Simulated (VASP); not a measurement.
C:

```
C
1.0
     1.22803    0.70900    3.34701
    -1.22803    0.70900    3.34701
     0.00000   -1.41800    3.34701
C
2
Direct
  0.16400 0.16400 0.16400
  0.83600 0.83600 0.83600
```

```yaml
Program: VASP 6.6.1
Task: relaxation of cell and atoms
Functional: PBEsol
Dispersion: D3(BJ)
Potentials_or_basis: VASP PAW PBE potentials, release 64 (C)
Cutoff: 600 eV
k_mesh: 9 × 9 × 9
Occupations: gaussian, width 0.1 eV
Spin: no spin polarisation
```

At the start: pressure 0.7 GPa; volume 8.74 Å³/atom.

How do energy, volume and symmetry change on relaxing?

Over 7 steps the energy falls by 11.9 meV/atom and the volume is 8.62 Å³/atom (-1.4 %); space group R-3m (No. 166, to 0.05 Å).

The path:
| step | energy change (eV) | largest force (eV/Å) | pressure (GPa) | volume (Å³) |
| --- | --- | --- | --- | --- |
| 1 | 0.0000 | 0.8420 | 0.66 | 17.48 |
| 2 | -0.0132 | 0.4970 | -3.58 | 17.58 |
| 3 | -0.0219 | 0.0236 | -1.84 | 17.54 |
| 4 | -0.0209 | 0.0625 | 2.65 | 17.31 |
| 5 | -0.0224 | 0.0087 | -0.18 | 17.45 |
| 6 | -0.0228 | 0.0103 | -0.10 | 17.40 |
| 7 | -0.0238 | 0.0152 | -0.14 | 17.25 |

Final structure:
```
C
1.0
     1.22959    0.70991    3.29284
    -1.22959    0.70991    3.29284
     0.00000   -1.41981    3.29284
C
2
Direct
  0.16657 0.16657 0.16657
  0.83343 0.83343 0.83343
```

Caveat: the PAW data sets were made with another functional, which shifts forces and pressure a little; the relaxation stopped at a loose force limit of 0.05 eV/Å, so its end isn't a converged minimum.
